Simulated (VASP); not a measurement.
Wanted: the native input for a VASP 6.6.1 run.

```yaml
Task: single point
Functional: PBE
Potentials_or_basis: VASP PAW PBE potentials, release 64 (Li_sv, Al, O)
Cutoff: 520 eV
k_mesh: 8 × 8 × 10
Occupations: gaussian, width 0.1 eV
Spin: no spin polarisation
Dipole_correction: no
Further_INCAR_settings: ALGO = Normal; EDIFF = 1e-07; NBANDS = 20
```

The structure of LiAl4O lies in POSCAR:

```
LiAl4O
1.0
    2.5713705051     -5.6682945999      0.0000000000
    2.5713705051      5.6682945999      0.0000000000
    0.0000000000      0.0000000000      4.2326644381
Li Al O
1 4 1
Direct
    0.0000000000      0.0000000000      0.5000000000
    0.3474818690      0.6525181310      0.0000000000
    0.6525181310      0.3474818690      0.0000000000
    0.0000000000      0.5000000000      0.5000000000
    0.5000000000      0.0000000000      0.5000000000
    0.5000000000      0.5000000000      0.0000000000
```

One way to write it, as run:

INCAR

```
ALGO = Normal
EDIFF = 1E-7
ENCUT = 520
GGA = PE
ISIF = 2
ISMEAR = 0
LASPH = T
LCHARG = F
LREAL = F
LWAVE = F
NBANDS = 20
NELM = 60
PREC = Accurate
SIGMA = 0.1
```

KPOINTS

```
k-points
0
Gamma
  8 8 10
```

Potentials or basis: VASP PAW PBE potentials, release 64 (Li_sv, Al, O).

Launch:

```sh
$ cat potpaw_PBE.64/Li_sv/POTCAR potpaw_PBE.64/Al/POTCAR potpaw_PBE.64/O/POTCAR > POTCAR
$ mpirun -np 1 vasp_std > vasp.out
```

Results of the run:

- Largest force: 0.026 eV/Å

Caveat: an odd number of electrons without spin polarisation forces a metal; a magnetic or distorted state may lie lower.

It took 5.9 min on 1 thread of AMD EPYC 9R45 (Zen 5), on a shared host, peak memory 0.41 GiB.
